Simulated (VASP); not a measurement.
# FeO (Pm-3m) in VASP: further runs

The runs below take FeO through single point, with PBE.

Program: VASP 6.6.1. These are calculated values, not measurements. Logs are shortened: lines on timing, memory, paths and dates and some standing lists are left out, and cuts for length are marked.

## Step 1: The cell of the first run

Symmetry: Pm-3m, No. 221, cubic system. Conventional cell: a = 2.664 Å, b = 2.664 Å, c = 2.664 Å, α = 90.00°, β = 90.00°, γ = 90.00°. Within 3.0 Å of Fe (site symmetry m-3m) lie 8 O at 2.31 Å and 6 Fe at 2.66 Å. O (site symmetry m-3m) has 8 Fe at 2.31 Å and 6 O at 2.66 Å within 3.0 Å.

## Step 2: Single point, PBE, collinear spin, ferromagnetic start

The input, INCAR:

```
SYSTEM = FeO
PREC = Accurate
ENCUT = 520
EDIFF = 1E-7
ISMEAR = -1
SIGMA = 0.05
LREAL = .FALSE.
LASPH = .TRUE.
NELM = 150
ALGO = Normal
ISIF = 2
LWAVE = .FALSE.
LCHARG = .FALSE.
ISPIN = 2
MAGMOM = 3 0
LORBIT = 11
LMAXMIX = 4
GGA = PE
NBANDS = 18
```

The input, KPOINTS:

```
regular mesh
0
G
  10 10 10
  0 0 0
```

The input, POSCAR:

```
FeO
1.0
    2.6637075329      0.0000000000      0.0000000000
    0.0000000000      2.6637075329      0.0000000000
    0.0000000000      0.0000000000      2.6637075329
Fe O
1 1
Direct
    0.0000000000      0.0000000000      0.0000000000
    0.5000000000      0.5000000000      0.5000000000
```

Potentials or basis: VASP PAW PBE potentials, release 64 (Fe, O).

Command:

```console
$ cat potpaw_PBE.64/Fe/POTCAR potpaw_PBE.64/O/POTCAR > POTCAR
$ mpirun -np 1 vasp_std > vasp.out
```

OUTCAR:

```text
SYSTEM = FeO
   PREC = Accurate
   ENCUT = 520
   EDIFF = 1E-7
   ISMEAR = -1
   LREAL = .FALSE.
   LASPH = .TRUE.
   NELM = 150
   ISIF = 2
   ISPIN = 2
   LORBIT = 11
   GGA = PE

 ion  position               nearest neighbor table
   1  0.000  0.000  0.000-   2 2.31   2 2.31   2 2.31   2 2.31   2 2.31   2 2.31   2 2.31   2 2.31

   2  0.500  0.500  0.500-   1 2.31   1 2.31   1 2.31   1 2.31   1 2.31   1 2.31   1 2.31   1 2.31

  LATTYP: Found a simple cubic cell.
 ALAT       =     2.6637075329

  Lattice vectors:

 A1 = (   2.6637075329,   0.0000000000,   0.0000000000)
 A2 = (   0.0000000000,   2.6637075329,   0.0000000000)
 A3 = (   0.0000000000,   0.0000000000,   2.6637075329)

Analysis of symmetry for initial positions (statically):
=====================================================================
 Subroutine PRICEL returns:
 Original cell was already a primitive cell.

 Routine SETGRP: Setting up the symmetry group for a
 simple cubic supercell.

 Subroutine GETGRP returns: Found 48 space group operations
 (whereof 48 operations were pure point group operations)
 out of a pool of 48 trial point group operations.

The static configuration has the point symmetry O_h .

Analysis of symmetry for dynamics (positions and initial velocities):
=====================================================================
 Subroutine PRICEL returns:
 Original cell was already a primitive cell.

 Routine SETGRP: Setting up the symmetry group for a
 simple cubic supercell.

 Subroutine GETGRP returns: Found 48 space group operations
 (whereof 48 operations were pure point group operations)
 out of a pool of 48 trial point group operations.

The dynamic configuration has the point symmetry O_h .

Analysis of structural, dynamic, and magnetic symmetry:
=====================================================================
 Subroutine PRICEL returns:
 Original cell was already a primitive cell.

 Routine SETGRP: Setting up the symmetry group for a
 simple cubic supercell.

 Subroutine GETGRP returns: Found 48 space group operations
 (whereof 48 operations were pure point group operations)
 out of a pool of 48 trial point group operations.

The overall configuration has the point symmetry O_h .

 Subroutine INISYM returns: Found 48 space group operations
 (whereof 48 operations are pure point group operations),
 and found     1 'primitive' translations

----------------------------------------------------------------------------------------

                                     Primitive cell

  volume of cell :      18.8999

[... 107 lines left out ...]
     AMIX     =   0.40;   BMIX     =  1.00
     AMIX_MAG =   1.60;   BMIX_MAG =  1.00
  volume/ion in A,a.u.               =       9.45        63.77
  Fermi-wavevector in a.u.,A,eV,Ry     =   1.481259  2.799173 29.852923  2.194128
  Thomas-Fermi vector in A             =   2.595191
   LORBIT       =     11    0 simple, 1 ext, 2 COOP (PROOUT), +10 PAW based schemes
   GGA     = PE    functional components
   LHFCALC =     F    Hartree Fock is set to
   AEXX    =    0.0000 exact exchange contribution
   IVDW    =     0    specifies the selected vdW correction
   LEPSILON=     F    determine dielectric tensor
   LRPA    =     F    only Hartree local field effects (RPA)
 spin polarized calculation
  energy-cutoff  :      520.00
  volume of cell :       18.90
 maximum number of plane-waves:       536
 NGX is ok and might be reduce to    20
   NGX =  9   NGY =  9   NGZ =  9

 number of electron      14.0000011 magnetization       3.9997608

 Free energy of the ion-electron system (eV)
  ---------------------------------------------------
  ext. energy  EPLUGINS =         0.00000000
  ---------------------------------------------------
  free energy    TOTEN  =       -14.37903954 eV

  energy without entropy =      -14.37711002  energy(sigma->0) =      -14.37807478

 E-fermi :   5.9879     XC(G=0): -12.6045

 val. band max:        5.9841195955   @ k =   0.2000   0.2000   0.0000
 cond. band min:       6.0732582812   @ k =   0.5000   0.3000   0.3000
 fundamental gap:      0.0891386857
 Fermi energy:         5.9878967523

 spin component 1

 k-point     1 :       0.0000    0.0000    0.0000
  band No.  band energies     occupation
      1     -14.0234      1.00000
      2       1.5423      1.00000
      3       1.5424      1.00000
      4       3.2717      1.00000
      5       3.2717      1.00000
      6       3.2717      1.00000
[... 493 lines left out ...]
     17      31.8980      0.00000
     18      34.7957      0.00000

 [... further k-points ...]

 spin component 2

 k-point     1 :       0.0000    0.0000    0.0000
  band No.  band energies     occupation
      1     -13.4142      1.00000
      2       3.9490      1.00000
      3       3.9490      1.00000
      4       3.9490      1.00000
      5       4.0534      1.00000
      6       4.0545      1.00000
[... 493 lines left out ...]
     17      32.7234      0.00000
     18      35.5847      0.00000

 [... further k-points ...]
[... 5 lines left out ...]
  --------------------------------------------------------------------------------------
  -------------------------------------------------------------------------------------
  Total       -0.3627076     -0.3627076     -0.3627076      0.0000000     -0.0000000     -0.0000000
  in kB      -30.7473409    -30.7473409    -30.7473409      0.0000000     -0.0000000     -0.0000000
  external PRESSURE =     -30.7473409 kB  Pullay stress =       0.0000000 kB

 VOLUME and BASIS-vectors are now :
 -----------------------------------------------------------------------------
  energy-cutoff  :      520.00
  volume of cell :       18.90
      direct lattice vectors                 reciprocal lattice vectors
     2.663707533  0.000000000  0.000000000     0.375416590  0.000000000  0.000000000
     0.000000000  2.663707533  0.000000000     0.000000000  0.375416590  0.000000000
     0.000000000  0.000000000  2.663707533     0.000000000  0.000000000  0.375416590

 POSITION                                       TOTAL-FORCE (eV/Angst)
 -----------------------------------------------------------------------------------
      0.00000      0.00000      0.00000         0.000000      0.000000      0.000000
      1.33185      1.33185      1.33185         0.000000      0.000000      0.000000
 -----------------------------------------------------------------------------------
    total drift:                                0.000000      0.000000      0.000000

  FREE ENERGIE OF THE ION-ELECTRON SYSTEM (eV)
  ---------------------------------------------------
  free  energy   TOTEN  =       -14.3790395431 eV

  energy  without entropy=      -14.3771100189  energy(sigma->0) =      -14.37807478

 total charge

# of ion       s       p       d       tot
------------------------------------------
    1        0.288   0.339   6.086   6.713
    2        1.570   3.375   0.000   4.946
--------------------------------------------------
tot          1.858   3.714   6.086  11.659

 magnetization (x)

# of ion       s       p       d       tot
------------------------------------------
    1        0.010   0.018   3.511   3.538
    2        0.027   0.337   0.000   0.364
--------------------------------------------------
tot          0.036   0.355   3.511   3.902
```

Wall time 16 s (1 thread of Intel Xeon 6975P-C (Granite Rapids), shared host); peak memory 0.15 GiB.

What came out:

* Free energy: -14.3790 eV
* Pressure: -3.1 GPa
* Band gap on the k mesh: zero (filled and empty bands overlap)
* Net moment: 4.00 μB per cell
* Site moments: Fe +3.54; O +0.36 μB
* Valence electrons inside the program's atomic spheres: Fe 6.71; O 4.95

Levels at points of the mesh, in eV from the Fermi level:
Spin up:
```tsv
k point	band 5	band 6	band 7	band 8	band 9	band 10	band 11	band 12	band 13	band 14
(0.00, 0.00, 0.00)	-2.72	-2.72	-2.61	-2.61	-2.61	0.34	14.95	14.95	19.20	19.20
(0.50, 0.00, 0.00)	-4.11	-2.54	-1.65	-0.35	-0.35	5.66	7.70	15.77	17.06	17.06
(0.50, 0.50, 0.00)	-3.32	-3.20	-3.20	-1.85	-1.64	5.59	10.61	10.61	15.99	23.56
(0.50, 0.50, 0.50)	-1.61	-1.61	-0.35	-0.35	-0.35	6.48	6.48	6.48	14.39	20.73
```
Spin down:
| k point | band 1 | band 2 | band 3 | band 4 | band 5 | band 6 | band 7 | band 8 | band 9 | band 10 |
| --- | --- | --- | --- | --- | --- | --- | --- | --- | --- | --- |
| (0.00, 0.00, 0.00) | -19.40 | -2.04 | -2.04 | -2.04 | -1.93 | -1.93 | 1.33 | 1.51 | 1.51 | 1.51 |
| (0.50, 0.00, 0.00) | -18.21 | -7.70 | -2.70 | -2.70 | -1.46 | 1.23 | 1.62 | 2.44 | 2.44 | 6.39 |
| (0.50, 0.50, 0.00) | -17.58 | -5.46 | -5.46 | -1.53 | -1.16 | 0.34 | 0.71 | 0.71 | 1.58 | 7.31 |
| (0.50, 0.50, 0.50) | -16.69 | -5.85 | -5.85 | -5.85 | 1.62 | 1.63 | 2.80 | 2.80 | 2.80 | 7.20 |

Caveat: a cell with one magnetic atom can't hold antiferromagnetic order, which such compounds often take; semilocal functionals often make such compounds metallic where correlation or magnetic order opens a gap, which also shifts bond lengths.

## Step 3: Single point, PBE, collinear spin, ferromagnetic start

The input, INCAR:

```
  PREC = Accurate
  ENCUT = 520
  EDIFF = 1E-6
  ISMEAR = -1
  SIGMA = 0.05
  LREAL = F
  LASPH = T
  NELM = 150
  ALGO = Normal
  ISIF = 2
  LWAVE = F
  LCHARG = F
  ISPIN = 2
  MAGMOM = 3 0
  LORBIT = 11
  LMAXMIX = 4
  GGA = PE
  NBANDS = 18
```

The input, KPOINTS:

```
regular mesh
0
Gamma
  10 10 10
```

POSCAR is that of step 2.

Potentials or basis: VASP PAW PBE potentials, release 64 (Fe, O).

Command:

```console
$ cat potpaw_PBE.64/Fe/POTCAR potpaw_PBE.64/O/POTCAR > POTCAR
$ mpirun -np 1 vasp_std > vasp.out
```

It took 16 s on 1 thread of Intel Xeon 6975P-C (Granite Rapids), shared host; peak memory 0.15 GiB.

The run converged. Its results:

```yaml
Free_energy: -14.3790 eV
Pressure: -3.1 GPa
Band_gap_on_the_k_mesh: zero (filled and empty bands overlap)
Net_moment: 4.00 μB per cell
Site_moments: Fe +3.54; O +0.36 μB
Valence_electrons_inside_the_program's_atomic_spheres: Fe 6.71; O 4.95
```

Levels at points of the mesh, in eV from the Fermi level:
Spin up:
```tsv
k point	band 5	band 6	band 7	band 8	band 9	band 10	band 11	band 12	band 13	band 14
(0.00, 0.00, 0.00)	-2.72	-2.72	-2.61	-2.61	-2.61	0.34	14.95	14.95	19.20	19.20
(0.50, 0.00, 0.00)	-4.11	-2.54	-1.65	-0.35	-0.35	5.66	7.70	15.77	17.06	17.06
(0.50, 0.50, 0.00)	-3.32	-3.20	-3.20	-1.85	-1.64	5.59	10.60	10.60	15.99	23.56
(0.50, 0.50, 0.50)	-1.61	-1.61	-0.35	-0.35	-0.35	6.48	6.48	6.48	14.39	20.73
```
Spin down:
```csv
k point,band 2,band 3,band 4,band 5,band 6,band 7,band 8,band 9
"(0.00, 0.00, 0.00)",-2.04,-2.04,-2.04,-1.93,-1.93,1.33,1.51,1.51
"(0.50, 0.00, 0.00)",-7.70,-2.70,-2.70,-1.46,1.23,1.62,2.44,2.44
"(0.50, 0.50, 0.00)",-5.46,-5.46,-1.53,-1.16,0.34,0.71,0.71,1.58
"(0.50, 0.50, 0.50)",-5.85,-5.85,-5.85,1.62,1.63,2.80,2.80,2.80
```

Caveat: a cell with one magnetic atom can't hold antiferromagnetic order, which such compounds often take; semilocal functionals often make such compounds metallic where correlation or magnetic order opens a gap, which also shifts bond lengths.

## Step 4: Single point, PBE, collinear spin, ferromagnetic start

This run uses another cell than the first one, of 8.74 Å³/atom, 0.925 times its volume.

The input, INCAR:

```
SYSTEM = FeO
  PREC = Accurate
  ENCUT = 600
  EDIFF = 1E-6
  ISMEAR = -1
  SIGMA = 0.05
  LREAL = .FALSE.
  LASPH = .TRUE.
  NELM = 200
  ALGO = Normal
  ISIF = 2
  LWAVE = .FALSE.
  LCHARG = .FALSE.
  ISPIN = 2
  MAGMOM = 3 0
  LORBIT = 11
  LMAXMIX = 4
  GGA = PE
  NBANDS = 22
  GGA_COMPAT = .FALSE.
```

The input, KPOINTS:

```
regular mesh
0
G
  10 10 10
  0 0 0
```

The input, POSCAR:

```
FeO
1.0
    2.5949357485      0.0000000000      0.0000000000
    0.0000000000      2.5949357485      0.0000000000
    0.0000000000      0.0000000000      2.5949357485
Fe O
1 1
Direct
    0.0000000000      0.0000000000      0.0000000000
    0.5000000000      0.5000000000      0.5000000000
```

Potentials or basis: VASP PAW PBE potentials, release 64 (Fe_sv, O).

Command:

```console
$ cat potpaw_PBE.64/Fe_sv/POTCAR potpaw_PBE.64/O/POTCAR > POTCAR
$ mpirun -np 1 vasp_std > vasp.out
```

Wall time 36 s (1 thread of Intel Xeon Platinum 8375C at 2.90GHz (Ice Lake), shared host); peak memory 0.17 GiB.

Results (log left out):

```
Free energy                                           : -14.4365 eV
Pressure                                              : 11.7 GPa
Band gap on the k mesh                                : zero (filled and empty bands overlap)
Net moment                                            : 4.00 μB per cell
Site moments                                          : Fe +3.40; O +0.37 μB
Valence electrons inside the program's atomic spheres : Fe 13.65; O 4.99
```

Levels at points of the mesh, in eV from the Fermi level:
Spin up:
| k point | band 10 | band 11 | band 12 | band 13 | band 14 | band 15 | band 16 | band 17 |
| --- | --- | --- | --- | --- | --- | --- | --- | --- |
| (0.00, 0.00, 0.00) | -3.02 | -2.50 | -2.50 | -2.50 | 0.86 | 15.43 | 15.43 | 20.35 |
| (0.50, 0.00, 0.00) | -2.41 | -1.50 | -0.20 | -0.20 | 6.16 | 8.47 | 15.74 | 17.71 |
| (0.50, 0.50, 0.00) | -3.19 | -3.19 | -2.07 | -1.44 | 6.12 | 11.29 | 11.29 | 16.72 |
| (0.50, 0.50, 0.50) | -1.39 | -0.12 | -0.12 | -0.12 | 6.66 | 6.66 | 6.66 | 15.83 |
Spin down:
| k point | band 7 | band 8 | band 9 | band 10 | band 11 | band 12 |
| --- | --- | --- | --- | --- | --- | --- |
| (0.00, 0.00, 0.00) | -2.32 | -2.32 | -2.21 | -2.21 | 1.66 | 1.66 |
| (0.50, 0.00, 0.00) | -3.05 | -3.05 | -1.65 | 1.40 | 1.78 | 2.69 |
| (0.50, 0.50, 0.00) | -6.03 | -1.73 | -1.36 | 0.42 | 0.73 | 0.73 |
| (0.50, 0.50, 0.50) | -6.53 | -6.53 | 1.86 | 1.86 | 3.10 | 3.10 |

Caveat: a cell with one magnetic atom can't hold antiferromagnetic order, which such compounds often take; semilocal functionals often make such compounds metallic where correlation or magnetic order opens a gap, which also shifts bond lengths. With open d or f shells a metallic result of PBE can be an artefact of self-interaction; +U or a hybrid may open a gap.

## Step 5: Single point, PBE, collinear spin, ferromagnetic start

This run uses another cell than the first one, of 8.92 Å³/atom, 0.943 times its volume.

The input, INCAR:

```
SYSTEM = FeO
PREC = Accurate
ENCUT = 600
EDIFF = 1E-6
ISMEAR = -1
SIGMA = 0.05
LREAL = .FALSE.
LASPH = .TRUE.
NELM = 200
ALGO = Normal
ISIF = 2
LWAVE = .FALSE.
LCHARG = .FALSE.
ISPIN = 2
MAGMOM = 3 0
LORBIT = 11
LMAXMIX = 4
GGA = PE
NBANDS = 22
GGA_COMPAT = .FALSE.
```

KPOINTS is that of step 4.

The input, POSCAR:

```
FeO
1.0
    2.6124696300      0.0000000000      0.0000000000
    0.0000000000      2.6124696300      0.0000000000
    0.0000000000      0.0000000000      2.6124696300
Fe O
1 1
Direct
    0.0000000000      0.0000000000      0.0000000000
    0.5000000000      0.5000000000      0.5000000000
```

Command:

```console
$ cat potpaw_PBE.64/Fe_sv/POTCAR potpaw_PBE.64/O/POTCAR > POTCAR
$ mpirun -np 1 vasp_std > vasp.out
```

Wall time 32 s (1 thread of Intel Xeon Platinum 8375C at 2.90GHz (Ice Lake), shared host); peak memory 0.17 GiB.

Results (log left out):

```yaml
Free_energy: -14.4618 eV
Pressure: 6.7 GPa
Band_gap_on_the_k_mesh: zero (filled and empty bands overlap)
Net_moment: 4.00 μB per cell
Site_moments: Fe +3.41; O +0.37 μB
Valence_electrons_inside_the_program's_atomic_spheres: Fe 13.64; O 4.98
```

Levels at points of the mesh, in eV from the Fermi level:
Spin up:
| k point | band 10 | band 11 | band 12 | band 13 | band 14 | band 15 | band 16 | band 17 |
| --- | --- | --- | --- | --- | --- | --- | --- | --- |
| (0.00, 0.00, 0.00) | -2.95 | -2.53 | -2.53 | -2.53 | 0.70 | 15.29 | 15.29 | 20.02 |
| (0.50, 0.00, 0.00) | -2.44 | -1.53 | -0.25 | -0.25 | 6.00 | 8.25 | 15.70 | 17.51 |
| (0.50, 0.50, 0.00) | -3.19 | -3.19 | -2.02 | -1.48 | 5.97 | 11.08 | 11.08 | 16.52 |
| (0.50, 0.50, 0.50) | -1.44 | -0.18 | -0.18 | -0.18 | 6.59 | 6.59 | 6.59 | 15.43 |
Spin down:
```
           k point  band 7  band 8  band 9  band 10  band 11  band 12
(0.00, 0.00, 0.00)   -2.26   -2.26   -2.14    -2.14     1.63     1.63
(0.50, 0.00, 0.00)   -2.97   -2.97   -1.60     1.37     1.76     2.63
(0.50, 0.50, 0.00)   -5.90   -1.68   -1.32     0.41     0.73     0.73
(0.50, 0.50, 0.50)   -6.36   -6.36    1.81     1.81     3.03     3.03
```

Caveat: a cell with one magnetic atom can't hold antiferromagnetic order, which such compounds often take; semilocal functionals often make such compounds metallic where correlation or magnetic order opens a gap, which also shifts bond lengths.

## Step 6: Overview

| potentials or basis | cell | cutoff (eV) | second run | gap on the mesh (eV) | pressure (GPa) | moment (μB) |
| --- | --- | --- | --- | --- | --- | --- |
| VASP PAW PBE potentials, release 64 (Fe, O) | a = 2.664 Å, 2 atoms | 520 | - | none | -3.1 | 4.00 |
| VASP PAW PBE potentials, release 64 (Fe_sv, O) | a = 2.595 Å, 2 atoms | 600 | valence_matched | none | 11.7 | 4.00 |
| VASP PAW PBE potentials, release 64 (Fe_sv, O) | a = 2.612 Å, 2 atoms | 600 | valence_matched | none | 6.7 | 4.00 |

Alike in all rows: task single point; level PBE; spin collinear, ferromagnetic start; k mesh 10 × 10 × 10; smearing fermi-dirac 0.05 eV.

Caveats: a cell with one magnetic atom can't hold antiferromagnetic order, which such compounds often take; semilocal functionals often make such compounds metallic where correlation or magnetic order opens a gap, which also shifts bond lengths.

Total energies depend on the potentials used, so only differences within one code and one set of settings carry meaning.
